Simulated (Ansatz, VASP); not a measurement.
One calculation of PN, two programs

Contents of INCAR:

```
PREC = Accurate ; ENCUT = 520
EDIFF = 1E-6 ; ISMEAR = 0
SIGMA = 0.1 ; LREAL = False
LASPH = True ; NELM = 100
ALGO = Normal ; ISIF = 2
LWAVE = False ; LCHARG = False
GGA = PE ; NBANDS = 30
```

Contents of KPOINTS:

```
Automatic mesh
0
Gamma
  6 4 4
```

The input POSCAR:

```
PN
1.0
    3.4880409807      0.0000000000      0.0000000000
    0.0000000000      6.0550401361      0.0000000000
   -2.2803812113      0.0000000000      3.8428799849
P N
4 4
Direct
    0.8619702050      0.9370526499      0.6667258284
    0.8619702050      0.5629473501      0.1667258284
    0.1380297950      0.4370526499      0.8332741716
    0.1380297950      0.0629473501      0.3332741716
    0.8801935885      0.8343443456      0.0368648689
    0.8801935885      0.6656556544      0.5368648689
    0.1198064115      0.3343443456      0.4631351311
    0.1198064115      0.1656556544      0.9631351311
```

Input for Ansatz:

```yaml
crystal:
  lattice:
    - [3.4880409807, 0.0, 0.0]
    - [0.0, 6.0550401361, 0.0]
    - [-2.2803812113, 0.0, 3.8428799849]
  atoms:
    - { symbol: P, position: [0.861970205, 0.9370526499, 0.6667258284] }
    - { symbol: P, position: [0.861970205, 0.5629473501, 0.1667258284] }
    - { symbol: P, position: [0.138029795, 0.4370526499, 0.8332741716] }
    - { symbol: P, position: [0.138029795, 0.0629473501, 0.3332741716] }
    - { symbol: "N", position: [0.8801935885, 0.8343443456, 0.0368648689] }
    - { symbol: "N", position: [0.8801935885, 0.6656556544, 0.5368648689] }
    - { symbol: "N", position: [0.1198064115, 0.3343443456, 0.4631351311] }
    - { symbol: "N", position: [0.1198064115, 0.1656556544, 0.9631351311] }
basis:
  ecutwfc: 420
kpoints:
  mp_grid: { grid: [6, 4, 4] }
hamiltonian:
  xc: pbe
scf:
  occupations: { method: gaussian, width: 0.1 }
  lower_state_search: "off"
output:
  forces: true
  stress: true
  eigenvalues: true
```

Change from the starting cell: the structure that the rattled cell fell into.

Alike in both runs: task single point; functional PBE; k mesh 6 × 4 × 4; occupations gaussian, width 0.1 eV; no spin polarisation.

```csv
,VASP,Ansatz
version,VASP 6.6.1,Ansatz 0.2.0
potentials or method,"VASP PAW PBE potentials, release 64 (P, N), cutoff 520 eV","scalar-relativistic, plane waves, PAW"
valence electrons in the cell,40,40
```

Ansatz gave:

- gap on the k mesh at the Fermi level (eV): 1.03
- least direct gap on the mesh (eV): 1.03
- pressure (GPa): 0.2
- traceless stress, the component that is largest in VASP (GPa): 0.09
- rms of the force components (eV/Å): 0.011

**Question.** Estimate VASP's values.

**Answer.** gap on the k mesh at the Fermi level (eV): 1.02; least direct gap on the mesh (eV): 1.02; pressure (GPa): -0.8; traceless stress, the component that is largest in VASP (GPa): 0.60; rms of the force components (eV/Å): 0.031.

Atom by atom the forces differ by 0.028 eV/Å (rms over components). With one functional, cell and mesh, what is left measures potentials, basis and numerics.
